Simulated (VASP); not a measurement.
# ZnO (zincite) (P6_3mc) in VASP: further runs

Runs on ZnO (zincite). Level: PBEsol. Tasks: single point.

Everything below comes from runs of VASP 6.6.1. Logs are shortened: lines on timing, memory, paths and dates and some standing lists are left out, and cuts for length are marked.

## (1) The cell of the first run

It takes space group P6_3mc (No. 186, hexagonal). The conventional cell has a = 3.292 Å, b = 3.292 Å, c = 5.274 Å, α = 90.00°, β = 90.00°, γ = 120.00°. Within 2.6 Å of Zn (site symmetry 3m) lie 4 O at 2.00 Å. Within 2.6 Å of O (site symmetry 3m) lie 4 Zn at 2.00 Å.

## (2) Single point, PBEsol (volume scaled by 1.04)

Contents of INCAR:

```
PREC     = Accurate       # precision mode
ENCUT    = 520            # plane-wave cutoff, eV
EDIFF    = 1E-7           # SCF threshold, eV
ISMEAR   = -1             # smearing method
SIGMA    = 0.05           # smearing width, eV
LREAL    = False          # projectors in reciprocal space
LASPH    = True           # aspherical terms in the spheres
NELM     = 80             # most SCF steps
ALGO     = Normal         # electronic algorithm
ISIF     = 2              # what is computed and relaxed
LWAVE    = False          # write WAVECAR
LCHARG   = False          # write CHGCAR
GGA      = PS             # functional
NBANDS   = 26             # bands
```

Contents of KPOINTS:

```
Automatic mesh
0
Gamma
  9 9 5
```

Contents of POSCAR:

```
ZnO
1.0
    3.2920669561      0.0000000000      0.0000000000
   -1.6460334781      2.8510136149      0.0000000000
    0.0000000000      0.0000000000      5.2742130269
Zn O
2 2
Direct
    0.6666666667      0.3333333333      0.0000000000
    0.3333333333      0.6666666667      0.5000000000
    0.3333333333      0.6666666667      0.8790100000
    0.6666666667      0.3333333333      0.3790100000
```

Potentials or basis: VASP PAW PBE potentials, release 64 (Zn, O).

Run with:

```
> cat potpaw_PBE.64/Zn/POTCAR potpaw_PBE.64/O/POTCAR > POTCAR
> mpirun -np 1 vasp_std > vasp.out
```

OUTCAR:

```text
PREC = Accurate
   ENCUT = 520
   EDIFF = 1E-7
   ISMEAR = -1
   LREAL = False
   LASPH = True
   NELM = 80
   ISIF = 2
   GGA = PS

 ion  position               nearest neighbor table
   1  0.667  0.333  0.000-   4 2.00   3 2.00   3 2.00   3 2.00
   2  0.333  0.667  0.500-   3 2.00   4 2.00   4 2.00   4 2.00
   3  0.333  0.667  0.879-   2 2.00   1 2.00   1 2.00   1 2.00
   4  0.667  0.333  0.379-   1 2.00   2 2.00   2 2.00   2 2.00

  LATTYP: Found a hexagonal cell.
 ALAT       =     3.2920669561
 C/A-ratio  =     1.6020977390

  Lattice vectors:

 A1 = (   3.2920669561,   0.0000000000,   0.0000000000)
 A2 = (  -1.6460334781,   2.8510136149,   0.0000000000)
 A3 = (   0.0000000000,   0.0000000000,   5.2742130269)

Analysis of symmetry for initial positions (statically):
=====================================================================
 Subroutine PRICEL returns:
 Original cell was already a primitive cell.

 Routine SETGRP: Setting up the symmetry group for a
 hexagonal supercell.

 Subroutine GETGRP returns: Found 12 space group operations
 (whereof  6 operations were pure point group operations)
 out of a pool of 24 trial point group operations.

The static configuration has the point symmetry C_3v.
 The point group associated with its full space group is C_6v.

Analysis of symmetry for dynamics (positions and initial velocities):
=====================================================================
 Subroutine PRICEL returns:
 Original cell was already a primitive cell.

 Routine SETGRP: Setting up the symmetry group for a
 hexagonal supercell.

 Subroutine GETGRP returns: Found 12 space group operations
 (whereof  6 operations were pure point group operations)
 out of a pool of 24 trial point group operations.

The dynamic configuration has the point symmetry C_3v.
 The point group associated with its full space group is C_6v.

 Subroutine INISYM returns: Found 12 space group operations
 (whereof  6 operations are pure point group operations),
 and found     1 'primitive' translations

----------------------------------------------------------------------------------------

                                     Primitive cell

  volume of cell :      49.5023

  direct lattice vectors                    reciprocal lattice vectors
     3.292066956  0.000000000  0.000000000     0.303760529  0.175376223  0.000000000
    -1.646033478  2.851013615  0.000000000     0.000000000  0.350752446  0.000000000
     0.000000000  0.000000000  5.274213027     0.000000000  0.000000000  0.189601746

  length of vectors
     3.292066956  3.292066956  5.274213027     0.350752446  0.350752446  0.189601746

  position of ions in fractional coordinates (direct lattice)
     0.666666667  0.333333333  0.000000000
     0.333333333  0.666666667  0.500000000
     0.333333333  0.666666667  0.879010000
     0.666666667  0.333333333  0.379010000

  ion indices of the primitive-cell ions
   primitive index   ion index
                 1           1
                 2           2
                 3           3
                 4           4

----------------------------------------------------------------------------------------

 KPOINTS: Automatic mesh

Automatic generation of k-mesh.
 Grid dimensions read from file:
 generate k-points for:    9    9    5

 Generating k-lattice:

  Cartesian coordinates                     Fractional coordinates (reciprocal lattice)
     0.033751170  0.019486247  0.000000000     0.111111111  0.000000000  0.000000000
     0.000000000  0.038972494  0.000000000     0.000000000  0.111111111  0.000000000
     0.000000000  0.000000000  0.037920349     0.000000000  0.000000000  0.200000000

  Length of vectors
     0.038972494  0.038972494  0.037920349

  Shift w.r.t. Gamma in fractional coordinates (k-lattice)
     0.000000000  0.000000000  0.000000000

 Subroutine IBZKPT returns following result:
 ===========================================

 Found     36 irreducible k-points:

 Following reciprocal coordinates:
            Coordinates               Weight
  0.000000  0.000000  0.000000      1.000000
  0.111111  0.000000  0.000000      6.000000
  0.222222  0.000000  0.000000      6.000000
  0.333333  0.000000  0.000000      6.000000
  0.444444  0.000000  0.000000      6.000000
  0.111111  0.111111  0.000000      6.000000
[... 16 lines left out ...]
  0.333333  0.222222  0.200000     24.000000
  0.333333  0.333333  0.200000      4.000000
 [... further k-points ...]
   k-points           NKPTS =     36   k-points in BZ     NKDIM =     36   number of bands    NBANDS=     26
   number of dos      NEDOS =    301   number of ions     NIONS =      4
   total plane-waves  NPLWV =  23040
   dimension x,y,z NGX =    24 NGY =   24 NGZ =   40
   dimension x,y,z NGXF=    48 NGYF=   48 NGZF=   80
   ions per type =               2   2
   NGX,Y,Z   is equivalent  to a cutoff of  12.12, 12.12, 12.61 a.u.
   NGXF,Y,Z  is equivalent  to a cutoff of  24.24, 24.24, 25.22 a.u.
 SYSTEM =  unknown system
   PREC   = accura    normal or accurate (medium, high low for compatibility)
   ISTART =      0    job   : 0-new  1-cont  2-samecut
   ICHARG =      2    charge: 1-file 2-atom 10-const
   ISPIN  =      1    spin polarized calculation?
   LNONCOLLINEAR =      F non collinear calculations
   LSORBIT =      F    spin-orbit coupling
   LASPH  =      T    aspherical Exc in radial PAW
   ENCUT  =  520.0 eV  38.22 Ry    6.18 a.u.   6.12  6.12  9.81*2*pi/ulx,y,z
   NELM   =     80;   NELMIN=  2; NELMDL= -5     # of ELM steps
   EDIFF  = 0.1E-06   stopping-criterion for ELM
   LREAL  =      F    real-space projection
   EDIFFG = 0.1E-05   stopping-criterion for IOM
   NSW    =      0    number of steps for IOM
   IBRION =     -1    ionic relax: 0-MD 1-quasi-New 2-CG
   NFREE  =      0    steps in history (QN), initial steepest desc. (CG)
   ISIF   =      2    stress and relaxation
   ISYM   =      2    0-nonsym 1-usesym 2-fastsym
   POTIM  = 0.5000    time-step for ionic-motion
   TEBEG  =    0.0;   TEEND  =   0.0 temperature during run
   PSTRESS=    0.0 pullay stress
   NELECT =      36.0000    total number of electrons
   NUPDOWN=      -1.0000    fix difference up-down
   EMIN   =  10.00;   EMAX   =-10.00  energy-range for DOS
   EFERMI =   0.00;   METHOD = LEGACY
   ISMEAR =    -1;   SIGMA  =   0.05  broadening in eV -4-tet -1-fermi 0-gaus
   EFERMI_NEDOS =   21; number of points for ismear=-14 and -15
   IALGO  =     38    algorithm
   IMIX   =      4    mixing-type and parameters
     AMIX     =   0.40;   BMIX     =  1.00
     AMIX_MAG =   1.60;   BMIX_MAG =  1.00
  volume/ion in A,a.u.               =      12.38        83.51
  Fermi-wavevector in a.u.,A,eV,Ry     =   1.472201  2.782057 29.488940  2.167376
  Thomas-Fermi vector in A             =   2.587244
   LORBIT       =      0    0 simple, 1 ext, 2 COOP (PROOUT), +10 PAW based schemes
   GGA     = PS    functional components
   LHFCALC =     F    Hartree Fock is set to
   AEXX    =    0.0000 exact exchange contribution
   IVDW    =     0    specifies the selected vdW correction
   LEPSILON=     F    determine dielectric tensor
   LRPA    =     F    only Hartree local field effects (RPA)
 non-spin polarized calculation
  energy-cutoff  :      520.00
  volume of cell :       49.50
 maximum number of plane-waves:      1362
   NGX = 13   NGY = 13   NGZ = 19

 number of electron      36.0000020 magnetization

 Free energy of the ion-electron system (eV)
  ---------------------------------------------------
  ext. energy  EPLUGINS =         0.00000000
  ---------------------------------------------------
  free energy    TOTEN  =       -19.37475773 eV

  energy without entropy =      -19.37474074  energy(sigma->0) =      -19.37474923

 E-fermi :   1.0549     XC(G=0): -10.9764

 val. band max:        0.6983398577   @ k =   0.0000   0.0000   0.0000
 cond. band min:       1.3268662064   @ k =   0.0000   0.0000   0.0000
 fundamental gap:      0.6285263487
 Fermi energy:         1.0548984882

 k-point     1 :       0.0000    0.0000    0.0000
  band No.  band energies     occupation
      1     -17.0286      2.00000
      2     -16.3370      2.00000
      3      -4.8224      2.00000
      4      -4.8224      2.00000
      5      -4.7877      2.00000
      6      -4.7063      2.00000
[... 18 lines left out ...]
     25      14.4428      0.00000
     26      14.4428      0.00000

 k-point     2 :       0.1111    0.0000    0.0000
  band No.  band energies     occupation
      1     -16.9651      2.00000
      2     -16.3097      2.00000
      3      -4.8938      2.00000
      4      -4.7862      2.00000
      5      -4.7486      2.00000
      6      -4.6584      2.00000
[... 18 lines left out ...]
     25      14.5780      0.00000
     26      14.5820      0.00000

 k-point     3 :       0.2222    0.0000    0.0000
  band No.  band energies     occupation
      1     -16.7955      2.00000
      2     -16.2445      2.00000
      3      -5.0294      2.00000
      4      -4.7278      2.00000
      5      -4.7022      2.00000
      6      -4.5998      2.00000
[... 18 lines left out ...]
     25      13.8732      0.00000
     26      14.5553      0.00000

 k-point     4 :       0.3333    0.0000    0.0000
  band No.  band energies     occupation
      1     -16.5803      2.00000
      2     -16.1846      2.00000
      3      -5.1004      2.00000
      4      -4.7635      2.00000
      5      -4.6267      2.00000
      6      -4.4368      2.00000
[... 18 lines left out ...]
     25      13.7431      0.00000
     26      14.3701      0.00000
[... 496 lines left out ...]
      1     -16.4445      2.00000
      2     -16.1947      2.00000
      3      -4.9597      2.00000
      4      -4.8841      2.00000
      5      -4.5455      2.00000
      6      -4.5102      2.00000
[... 18 lines left out ...]
     25      12.4196      0.00000
     26      15.5832      0.00000

 k-point    23 :       0.3333    0.2222    0.2000
  band No.  band energies     occupation
      1     -16.3100      2.00000
      2     -16.1869      2.00000
      3      -4.8998      2.00000
      4      -4.7305      2.00000
      5      -4.5769      2.00000
      6      -4.3758      2.00000
[... 18 lines left out ...]
     25      13.2041      0.00000
     26      14.6179      0.00000

 k-point    24 :       0.3333    0.3333    0.2000
  band No.  band energies     occupation
      1     -16.2241      2.00000
      2     -16.2241      2.00000
      3      -4.8232      2.00000
      4      -4.6191      2.00000
      5      -4.6191      2.00000
      6      -4.2613      2.00000
[... 18 lines left out ...]
     25      13.9058      0.00000
     26      14.8167      0.00000

 [... further k-points ...]
[... 5 lines left out ...]
  --------------------------------------------------------------------------------------
  -------------------------------------------------------------------------------------
  Total       -1.9030173     -1.9030173     -1.4286560      0.0000000      0.0000000      0.0000000
  in kB      -61.5924829    -61.5924829    -46.2394471      0.0000000      0.0000000      0.0000000
  external PRESSURE =     -56.4748043 kB  Pullay stress =       0.0000000 kB

 VOLUME and BASIS-vectors are now :
 -----------------------------------------------------------------------------
  energy-cutoff  :      520.00
  volume of cell :       49.50
      direct lattice vectors                 reciprocal lattice vectors
     3.292066956  0.000000000  0.000000000     0.303760529  0.175376223  0.000000000
    -1.646033478  2.851013615  0.000000000     0.000000000  0.350752446  0.000000000
     0.000000000  0.000000000  5.274213027     0.000000000  0.000000000  0.189601746

 POSITION                                       TOTAL-FORCE (eV/Angst)
 -----------------------------------------------------------------------------------
      1.64603      0.95034      0.00000         0.000000      0.000000     -0.051921
     -0.00000      1.90068      2.63711        -0.000000     -0.000000     -0.051921
     -0.00000      1.90068      4.63609         0.000000     -0.000000      0.051921
      1.64603      0.95034      1.99898        -0.000000      0.000000      0.051921
 -----------------------------------------------------------------------------------
    total drift:                               -0.000001     -0.000001     -0.000718

  FREE ENERGIE OF THE ION-ELECTRON SYSTEM (eV)
  ---------------------------------------------------
  free  energy   TOTEN  =       -19.3747577263 eV

  energy  without entropy=      -19.3747407430  energy(sigma->0) =      -19.37474923
```

It took 20 s on 1 thread of Intel Xeon 6975P-C (Granite Rapids), shared host; peak memory 0.18 GiB.

What came out:

- Free energy: -19.3748 eV
- Pressure: -5.6 GPa
- Largest force: 0.052 eV/Å
- Band gap on the k mesh: 0.63 eV, direct

Forces on the atoms (eV/Å):
```
Zn   0.000  0.000 -0.052
Zn   0.000  0.000 -0.052
O    0.000  0.000  0.052
O    0.000  0.000  0.052
```

Levels at points of the mesh, in eV from the valence-band top:
| k point | band 16 | band 17 | band 18 | band 19 | band 20 | band 21 |
| --- | --- | --- | --- | --- | --- | --- |
| (0.00, 0.00, 0.00) | -0.06 | 0.00 | 0.00 | 0.63 | 4.96 | 8.01 |

Caveat: the PAW data sets were made with another functional, which shifts forces and pressure a little.

## (3) Single point, PBEsol (volume scaled by 1.06)

Contents of INCAR:

```
PREC     = Accurate       # precision mode
ENCUT    = 520            # plane-wave cutoff, eV
EDIFF    = 1E-6           # SCF threshold, eV
ISMEAR   = -1             # smearing method
SIGMA    = 0.05           # smearing width, eV
LREAL    = F              # projectors in reciprocal space
LASPH    = T              # aspherical terms in the spheres
NELM     = 60             # most SCF steps
ALGO     = Normal         # electronic algorithm
ISIF     = 2              # what is computed and relaxed
LWAVE    = F              # write WAVECAR
LCHARG   = F              # write CHGCAR
GGA      = PS             # functional
NBANDS   = 26             # bands
```

KPOINTS is that of step 2.

Contents of POSCAR:

```
ZnO
1.0
    3.3130361008      0.0000000000      0.0000000000
   -1.6565180504      2.8691734269      0.0000000000
    0.0000000000      0.0000000000      5.3078076462
Zn O
2 2
Direct
    0.6666666667      0.3333333333      0.0000000000
    0.3333333333      0.6666666667      0.5000000000
    0.3333333333      0.6666666667      0.8790100000
    0.6666666667      0.3333333333      0.3790100000
```

Potentials or basis: VASP PAW PBE potentials, release 64 (Zn, O).

Run with:

```
> cat potpaw_PBE.64/Zn/POTCAR potpaw_PBE.64/O/POTCAR > POTCAR
> mpirun -np 1 vasp_std > vasp.out
```

Wall time 27 s (1 thread of Intel Xeon 6975P-C (Granite Rapids), shared host); peak memory 0.18 GiB.

Results (log left out):

```
Free energy            : -19.3357 eV
Pressure               : -7.8 GPa
Largest force          : 0.046 eV/Å
Band gap on the k mesh : 0.60 eV, direct
```

Forces in eV/Å, atoms in the order of the input:
```
Zn   0.000  0.000 -0.046
Zn   0.000  0.000 -0.046
O    0.000  0.000  0.046
O    0.000  0.000  0.046
```

Stress tensor (GPa, compression positive):
```
-8.29  0.00  0.00
 0.00 -8.29  0.00
 0.00  0.00 -6.86
```

Levels at points of the mesh, in eV from the valence-band top:
| k point | band 16 | band 17 | band 18 | band 19 | band 20 | band 21 |
| --- | --- | --- | --- | --- | --- | --- |
| (0.00, 0.00, 0.00) | -0.06 | 0.00 | 0.00 | 0.60 | 4.89 | 7.95 |

Caveat: the PAW data sets were made with another functional, which shifts forces and pressure a little.
